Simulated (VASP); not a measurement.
# HgTe (Cmcm) in VASP: further runs

HgTe is run at these levels: PBEsol; tasks: single point.

Everything below comes from runs of VASP 6.6.1. Logs are shortened: lines on timing, memory, paths and dates and some standing lists are left out, and cuts for length are marked.

## (1) The cell of the first run

The typed cell holds 4 atoms: a = 4.030 Å, b = 4.030 Å, c = 5.708 Å, α = 90.00°, β = 90.00°, γ = 90.01°.

## (2) Single point, PBEsol (strain -0.050 along x and y, -0.050 along z)

Contents of INCAR:

```
SYSTEM = HgTe
  PREC = Accurate
  ENCUT = 520
  EDIFF = 1E-6
  ISMEAR = 0
  SIGMA = 0.15
  LREAL = .FALSE.
  LASPH = .TRUE.
  NELM = 100
  ALGO = Normal
  ISIF = 2
  LWAVE = .FALSE.
  LCHARG = .TRUE.
  GGA = PS
  LELF = .TRUE.
  LVHAR = .TRUE.
  NBANDS = 26
```

Contents of KPOINTS:

```
Automatic mesh
0
G
  12 12 8
  0 0 0
```

Contents of POSCAR:

```
HgTe
1.0
    2.8495681095     -2.8501285181      0.0000000000
    2.8495681095      2.8501285181      0.0000000000
    0.0000000000      0.0000000000      5.7082366342
Hg Te
2 2
Direct
    0.2498182349      0.7501817651      0.7500000000
    0.7501817651      0.2498182349      0.2500000000
    0.7498667075      0.2501332925      0.7500000000
    0.2501332925      0.7498667075      0.2500000000
```

Potentials or basis: VASP PAW PBE potentials, release 64 (Hg, Te).

Launch:

```
> cat potpaw_PBE.64/Hg/POTCAR potpaw_PBE.64/Te/POTCAR > POTCAR
> mpirun -np 1 vasp_std > vasp.out
```

OUTCAR:

```text
SYSTEM = HgTe
   PREC = Accurate
   ENCUT = 520
   EDIFF = 1E-6
   ISMEAR = 0
   LREAL = .FALSE.
   LASPH = .TRUE.
   NELM = 100
   ISIF = 2
   GGA = PS

 ion  position               nearest neighbor table
   1  0.250  0.750  0.750-   3 2.85   3 2.85   3 2.85   3 2.85   4 2.85   4 2.85
   2  0.750  0.250  0.250-   4 2.85   4 2.85   4 2.85   4 2.85   3 2.85   3 2.85
   3  0.750  0.250  0.750-   1 2.85   1 2.85   1 2.85   1 2.85   2 2.85   2 2.85
   4  0.250  0.750  0.250-   2 2.85   2 2.85   2 2.85   2 2.85   1 2.85   1 2.85

  LATTYP: Found a base centered orthorhombic cell.
 ALAT       =     5.6991362190
 B/A-ratio  =     1.0001966644
 C/A-ratio  =     1.0015968061

  Lattice vectors:

 A1 = (   2.8495681095,  -2.8501285181,   0.0000000000)
 A2 = (   2.8495681095,   2.8501285181,   0.0000000000)
 A3 = (   0.0000000000,   0.0000000000,   5.7082366342)

Analysis of symmetry for initial positions (statically):
=====================================================================
 Subroutine PRICEL returns:
 Original cell was already a primitive cell.

 Routine SETGRP: Setting up the symmetry group for a
 base centered orthorhombic supercell.

 Subroutine GETGRP returns: Found  8 space group operations
 (whereof  4 operations were pure point group operations)
 out of a pool of  8 trial point group operations.

The static configuration has the point symmetry C_2h.
 The point group associated with its full space group is D_2h.

Analysis of symmetry for dynamics (positions and initial velocities):
=====================================================================
 Subroutine PRICEL returns:
 Original cell was already a primitive cell.

 Routine SETGRP: Setting up the symmetry group for a
 base centered orthorhombic supercell.

 Subroutine GETGRP returns: Found  8 space group operations
 (whereof  4 operations were pure point group operations)
 out of a pool of  8 trial point group operations.

The dynamic configuration has the point symmetry C_2h.
 The point group associated with its full space group is D_2h.

 Subroutine INISYM returns: Found  8 space group operations
 (whereof  4 operations are pure point group operations),
 and found     1 'primitive' translations

----------------------------------------------------------------------------------------

                                     Primitive cell

  volume of cell :      92.7204

  direct lattice vectors                    reciprocal lattice vectors
     2.849568109 -2.850128518  0.000000000     0.175465187 -0.175430686  0.000000000
     2.849568109  2.850128518  0.000000000     0.175465187  0.175430686  0.000000000
     0.000000000  0.000000000  5.708236634     0.000000000  0.000000000  0.175185449

  length of vectors
     4.030294156  4.030294156  5.708236634     0.248120852  0.248120852  0.175185449

  position of ions in fractional coordinates (direct lattice)
     0.249818235  0.750181765  0.750000000
     0.750181765  0.249818235  0.250000000
     0.749866707  0.250133293  0.750000000
     0.250133293  0.749866707  0.250000000

  ion indices of the primitive-cell ions
   primitive index   ion index
                 1           1
                 2           2
                 3           3
                 4           4

----------------------------------------------------------------------------------------

 KPOINTS: Automatic mesh

Automatic generation of k-mesh.
 Grid dimensions read from file:
 generate k-points for:   12   12    8

 Generating k-lattice:

  Cartesian coordinates                     Fractional coordinates (reciprocal lattice)
     0.014622099 -0.014619224  0.000000000     0.083333333  0.000000000  0.000000000
     0.014622099  0.014619224  0.000000000     0.000000000  0.083333333  0.000000000
     0.000000000  0.000000000  0.021898181     0.000000000  0.000000000  0.125000000

  Length of vectors
     0.020676738  0.020676738  0.021898181

  Shift w.r.t. Gamma in fractional coordinates (k-lattice)
     0.000000000  0.000000000  0.000000000

 Subroutine IBZKPT returns following result:
 ===========================================

 Found    215 irreducible k-points:

 Following reciprocal coordinates:
            Coordinates               Weight
  0.000000  0.000000  0.000000      1.000000
  0.083333 -0.000000  0.000000      4.000000
  0.166667  0.000000  0.000000      4.000000
  0.250000 -0.000000  0.000000      4.000000
  0.333333 -0.000000  0.000000      4.000000
  0.416667  0.000000  0.000000      4.000000
[... 16 lines left out ...]
  0.500000  0.166667  0.000000      4.000000
 -0.416667  0.166667  0.000000      4.000000
 [... further k-points ...]
   k-points           NKPTS =    215   k-points in BZ     NKDIM =    215   number of bands    NBANDS=     26
   number of dos      NEDOS =    301   number of ions     NIONS =      4
   total plane-waves  NPLWV =  37800
   dimension x,y,z NGX =    30 NGY =   30 NGZ =   42
   dimension x,y,z NGXF=    60 NGYF=   60 NGZF=   84
   ions per type =               2   2
   NGX,Y,Z   is equivalent  to a cutoff of  12.37, 12.37, 12.23 a.u.
   NGXF,Y,Z  is equivalent  to a cutoff of  24.75, 24.75, 24.46 a.u.
 SYSTEM =  HgTe
   PREC   = accura    normal or accurate (medium, high low for compatibility)
   ISTART =      0    job   : 0-new  1-cont  2-samecut
   ICHARG =      2    charge: 1-file 2-atom 10-const
   ISPIN  =      1    spin polarized calculation?
   LNONCOLLINEAR =      F non collinear calculations
   LSORBIT =      F    spin-orbit coupling
   LASPH  =      T    aspherical Exc in radial PAW
   ENCUT  =  520.0 eV  38.22 Ry    6.18 a.u.   7.49  7.49 10.61*2*pi/ulx,y,z
   NELM   =    100;   NELMIN=  2; NELMDL= -5     # of ELM steps
   EDIFF  = 0.1E-05   stopping-criterion for ELM
   LREAL  =      F    real-space projection
   EDIFFG = 0.1E-04   stopping-criterion for IOM
   NSW    =      0    number of steps for IOM
   IBRION =     -1    ionic relax: 0-MD 1-quasi-New 2-CG
   NFREE  =      0    steps in history (QN), initial steepest desc. (CG)
   ISIF   =      2    stress and relaxation
   ISYM   =      2    0-nonsym 1-usesym 2-fastsym
   POTIM  = 0.5000    time-step for ionic-motion
   TEBEG  =    0.0;   TEEND  =   0.0 temperature during run
   PSTRESS=    0.0 pullay stress
   NELECT =      36.0000    total number of electrons
   NUPDOWN=      -1.0000    fix difference up-down
   EMIN   =  10.00;   EMAX   =-10.00  energy-range for DOS
   EFERMI =   0.00;   METHOD = LEGACY
   ISMEAR =     0;   SIGMA  =   0.15  broadening in eV -4-tet -1-fermi 0-gaus
   EFERMI_NEDOS =   21; number of points for ismear=-14 and -15
   IALGO  =     38    algorithm
   IMIX   =      4    mixing-type and parameters
     AMIX     =   0.40;   BMIX     =  1.00
     AMIX_MAG =   1.60;   BMIX_MAG =  1.00
  volume/ion in A,a.u.               =      23.18       156.43
  Fermi-wavevector in a.u.,A,eV,Ry     =   1.194310  2.256919 19.407039  1.426377
  Thomas-Fermi vector in A             =   2.330303
   LORBIT       =      0    0 simple, 1 ext, 2 COOP (PROOUT), +10 PAW based schemes
   GGA     = PS    functional components
   LHFCALC =     F    Hartree Fock is set to
   AEXX    =    0.0000 exact exchange contribution
   IVDW    =     0    specifies the selected vdW correction
   LEPSILON=     F    determine dielectric tensor
   LRPA    =     F    only Hartree local field effects (RPA)
 non-spin polarized calculation
 Gauss-broadening in eV      SIGMA  =   0.15
  energy-cutoff  :      520.00
  volume of cell :       92.72
 maximum number of plane-waves:      2566
 NGX is ok and might be reduce to    30
   NGX = 15   NGY = 15   NGZ = 21

 number of electron      36.0000007 magnetization

 Free energy of the ion-electron system (eV)
  ---------------------------------------------------
  ext. energy  EPLUGINS =         0.00000000
  ---------------------------------------------------
  free energy    TOTEN  =        -7.81242674 eV

  energy without entropy =       -7.78870398  energy(sigma->0) =       -7.80056536

 E-fermi :   6.7511     XC(G=0): -11.0269

 val. band max:        6.7393989731   @ k =   0.4167   0.0000   0.3750
 cond. band min:       6.7548929690   @ k =   0.2500  -0.0000   0.0000
 fundamental gap:      0.0154939959
 Fermi energy:         6.7511082821

 k-point     1 :       0.0000    0.0000    0.0000
  band No.  band energies     occupation
      1      -6.9665      2.00000
      2      -5.4455      2.00000
      3      -1.0356      2.00000
      4      -0.8412      2.00000
      5      -0.8405      2.00000
      6      -0.7795      2.00000
[... 18 lines left out ...]
     25      14.5058      0.00000
     26      14.9161      0.00000

 k-point     2 :       0.0833   -0.0000    0.0000
  band No.  band energies     occupation
      1      -6.9096      2.00000
      2      -5.4124      2.00000
      3      -1.0310      2.00000
      4      -0.8797      2.00000
      5      -0.8544      2.00000
      6      -0.7859      2.00000
[... 18 lines left out ...]
     25      14.5339      0.00000
     26      14.7653      0.00000

 k-point     3 :       0.1667    0.0000    0.0000
  band No.  band energies     occupation
      1      -6.7421      2.00000
      2      -5.3226      2.00000
      3      -1.0323      2.00000
      4      -0.9808      2.00000
      5      -0.9163      2.00000
      6      -0.8740      2.00000
[... 18 lines left out ...]
     25      14.6207      0.00000
     26      15.0821      0.00000

 k-point     4 :       0.2500   -0.0000    0.0000
  band No.  band energies     occupation
      1      -6.4747      2.00000
      2      -5.2084      2.00000
      3      -1.1099      2.00000
      4      -1.0940      2.00000
      5      -1.0436      2.00000
      6      -1.0374      2.00000
[... 18 lines left out ...]
     25      14.5719      0.00000
     26      14.7703      0.00000

 k-point     5 :       0.3333   -0.0000    0.0000
  band No.  band energies     occupation
      1      -6.1292      2.00000
      2      -5.1322      2.00000
      3      -1.2862      2.00000
      4      -1.2300      2.00000
      5      -1.2151      2.00000
      6      -1.1943      2.00000
[... 18 lines left out ...]
     25      13.4195      0.00000
     26      14.5149      0.00000

 k-point     6 :       0.4167    0.0000    0.0000
  band No.  band energies     occupation
      1      -5.7472      2.00000
      2      -5.1797      2.00000
      3      -1.5024      2.00000
      4      -1.4143      2.00000
      5      -1.3117      2.00000
      6      -1.2968      2.00000
[... 427 lines left out ...]
 k-point    21 :       0.3333    0.1667    0.0000
  band No.  band energies     occupation
      1      -6.0082      2.00000
      2      -5.1525      2.00000
      3      -1.3975      2.00000
      4      -1.3022      2.00000
      5      -0.9639      2.00000
      6      -0.9148      2.00000
[... 18 lines left out ...]
     25      14.0571      0.00000
     26      14.0829      0.00000

 k-point    22 :       0.4167    0.1667    0.0000
  band No.  band energies     occupation
      1      -5.6904      2.00000
      2      -5.2213      2.00000
      3      -1.4064      2.00000
      4      -1.3141      2.00000
      5      -1.0739      2.00000
      6      -1.0325      2.00000
[... 18 lines left out ...]
     25      14.3919      0.00000
     26      14.8223      0.00000

 k-point    23 :       0.5000    0.1667    0.0000
  band No.  band energies     occupation
      1      -5.4095      2.00000
      2      -5.4085      2.00000
      3      -1.3395      2.00000
      4      -1.3388      2.00000
      5      -1.1319      2.00000
      6      -1.1314      2.00000
[... 18 lines left out ...]
     25      14.7981      0.00000
     26      14.8016      0.00000

 k-point    24 :      -0.4167    0.1667    0.0000
  band No.  band energies     occupation
      1      -5.6911      2.00000
      2      -5.2212      2.00000
      3      -1.4051      2.00000
      4      -1.3130      2.00000
      5      -1.0741      2.00000
      6      -1.0331      2.00000
[... 18 lines left out ...]
     25      14.3906      0.00000
     26      14.8249      0.00000

 [... further k-points ...]

------------------------ aborting loop because EDIFF is reached ----------------------------------------

  FORCE on cell =-STRESS in cart. coord.  units (eV):
  Direction    XX          YY          ZZ          XY          YZ          ZX
  --------------------------------------------------------------------------------------
  -------------------------------------------------------------------------------------
  Total        8.3307528      8.3133459      8.1209487      0.0000000     -0.0000000      0.0000000
  in kB      143.9525557    143.6517701    140.3272126      0.0000000     -0.0000000      0.0000000
  external PRESSURE =     142.6438461 kB  Pullay stress =       0.0000000 kB

 VOLUME and BASIS-vectors are now :
 -----------------------------------------------------------------------------
  energy-cutoff  :      520.00
  volume of cell :       92.72
      direct lattice vectors                 reciprocal lattice vectors
     2.849568109 -2.850128518  0.000000000     0.175465187 -0.175430686  0.000000000
     2.849568109  2.850128518  0.000000000     0.175465187  0.175430686  0.000000000
     0.000000000  0.000000000  5.708236634     0.000000000  0.000000000  0.175185449

 POSITION                                       TOTAL-FORCE (eV/Angst)
 -----------------------------------------------------------------------------------
      2.84957      1.42610      4.28118         0.000000     -0.001153     -0.000000
      2.84957     -1.42610      1.42706         0.000000      0.001153     -0.000000
      2.84957     -1.42430      4.28118         0.000000      0.001000      0.000000
      2.84957      1.42430      1.42706         0.000000     -0.001000      0.000000
 -----------------------------------------------------------------------------------
    total drift:                                0.000000      0.000000     -0.000000

  FREE ENERGIE OF THE ION-ELECTRON SYSTEM (eV)
  ---------------------------------------------------
  free  energy   TOTEN  =        -7.8124267371 eV

  energy  without entropy=       -7.7887039751  energy(sigma->0) =       -7.80056536
```

It took 8.2 min on 1 thread of Intel Xeon 8259CL, shared host; peak memory 0.54 GiB.

Results:

- Free energy: -7.8124 eV
- Pressure: 14.3 GPa
- Band gap on the k mesh: zero (bands 18 and 19 overlap by 3.61 eV)

Caveat: the cell differs from its parent crystal (strain -0.050 along x and y, -0.050 along z); the cell stands under pressure; the PAW data sets were made with another functional, which shifts forces and pressure a little; spin-orbit coupling is left out, which moves the levels of the heavy elements.

## (3) Single point, PBEsol (strain -0.050 along x and y, -0.025 along z)

Contents of INCAR:

```
SYSTEM = HgTe
PREC = Accurate
ENCUT = 520
EDIFF = 1E-6
ISMEAR = 0
SIGMA = 0.15
LREAL = .FALSE.
LASPH = .TRUE.
NELM = 100
ALGO = Normal
ISIF = 2
LWAVE = .FALSE.
LCHARG = .TRUE.
GGA = PS
LELF = .TRUE.
LVHAR = .TRUE.
NBANDS = 26
```

Contents of KPOINTS:

```
regular mesh
0
G
  12 12 8
  0 0 0
```

POSCAR: that of step 2 with these lines changed.

```diff
@@ -4,3 +4,3 @@
     2.8495681095      2.8501285181      0.0000000000
-    0.0000000000      0.0000000000      5.7082366342
+    0.0000000000      0.0000000000      5.8584533878
 Hg Te
```

Potentials or basis: VASP PAW PBE potentials, release 64 (Hg, Te).

Launch:

```
> cat potpaw_PBE.64/Hg/POTCAR potpaw_PBE.64/Te/POTCAR > POTCAR
> mpirun -np 1 vasp_std > vasp.out
```

Wall time 12 min (1 thread of Intel Xeon 8259CL, shared host); peak memory 0.56 GiB.

The run converged. Its results:

| Quantity | Value |
| --- | --- |
| Free energy | -7.9856 eV |
| Pressure | 11.3 GPa |
| Band gap on the k mesh | zero (bands 18 and 19 overlap by 3.57 eV) |

Stress tensor (GPa, compression positive):
```
12.51  0.00  0.00
 0.00 12.48  0.00
 0.00  0.00  8.91
```

Levels at points of the mesh, in eV from the Fermi level:
| k point | band 16 | band 17 | band 18 | band 19 | band 20 | band 21 |
| --- | --- | --- | --- | --- | --- | --- |
| (0.00, 0.00, 0.00) | -2.84 | -1.05 | -1.05 | -0.84 | -0.14 | 4.63 |
| (0.50, 0.00, 0.00) | -3.02 | 0.30 | 0.30 | 2.39 | 2.40 | 4.78 |
| (0.50, 0.50, 0.00) | -3.25 | -3.10 | -3.10 | -2.94 | -2.94 | 4.46 |
| (0.00, 0.00, 0.50) | -1.98 | -1.97 | -1.97 | 0.57 | 0.57 | 5.31 |
| (0.50, 0.00, 0.50) | 0.39 | 0.63 | 0.63 | 2.30 | 2.30 | 3.53 |
| (0.50, 0.50, 0.50) | -4.36 | -4.36 | -4.36 | 2.00 | 2.00 | 4.63 |

Caveat: the cell differs from its parent crystal (strain -0.050 along x and y, -0.025 along z); the cell stands under pressure; the PAW data sets were made with another functional, which shifts forces and pressure a little; spin-orbit coupling is left out, which moves the levels of the heavy elements.

(Part 1 of 2 ends here.)

The gap in the log of VASP goes by the Fermi energy; the results here count the filled bands.